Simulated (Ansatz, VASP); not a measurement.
# One calculation of Al, two programs

INCAR

```
SYSTEM = Al
PREC = Accurate ; ENCUT = 500
EDIFF = 1E-6 ; ISMEAR = 0
SIGMA = 0.05 ; LREAL = .False.
LASPH = .True. ; NELM = 120
ALGO = Normal ; ISIF = 2
LWAVE = .False. ; LCHARG = .False.
GGA = PE ; NBANDS = 8
GGA_COMPAT = .False.
```

KPOINTS

```
regular mesh
0
Gamma
  8 8 8
  0 0 0
```

The input POSCAR:

```
Al
1.0
   -1.6227799449      1.6227799449      1.6227799449
    1.6227799449     -1.6227799449      1.6227799449
    1.6227799449      1.6227799449     -1.6227799449
Al
1
Direct
    0.0000000000      0.0000000000      0.0000000000
```

Input for Ansatz:

```yaml
crystal:
  lattice:
    - [-1.6227799449, 1.6227799449, 1.6227799449]
    - [1.6227799449, -1.6227799449, 1.6227799449]
    - [1.6227799449, 1.6227799449, -1.6227799449]
  atoms:
    - { symbol: Al, position: [0.0, 0.0, 0.0] }
basis:
  ecutwfc: 600
  ecutrho_ratio: 5
kpoints:
  mp_grid: { grid: [8, 8, 8] }
hamiltonian:
  xc: pbe
scf:
  occupations: { method: gaussian, width: 0.05 }
output:
  forces: true
  stress: true
  eigenvalues: true
```

Alike in both runs: task single point; functional PBE; k mesh 8 × 8 × 8; occupations gaussian, width 0.05 eV; no spin polarisation.

|  | VASP | Ansatz |
| --- | --- | --- |
| version | VASP 6.6.1 | Ansatz 0.2.0 |
| potentials or method | VASP PAW PBE potentials, release 64 (Al), cutoff 500 eV | scalar-relativistic, plane waves, PAW |
| valence electrons in the cell | 3 | 3 |

```tsv
	VASP	Ansatz	Ansatz less VASP
gap on the k mesh at the Fermi level (eV)	none	none	-
pressure (GPa)	0.0	0.0	+0.02
```

A gap of «none» marks a metal or a gap that the smearing closes.
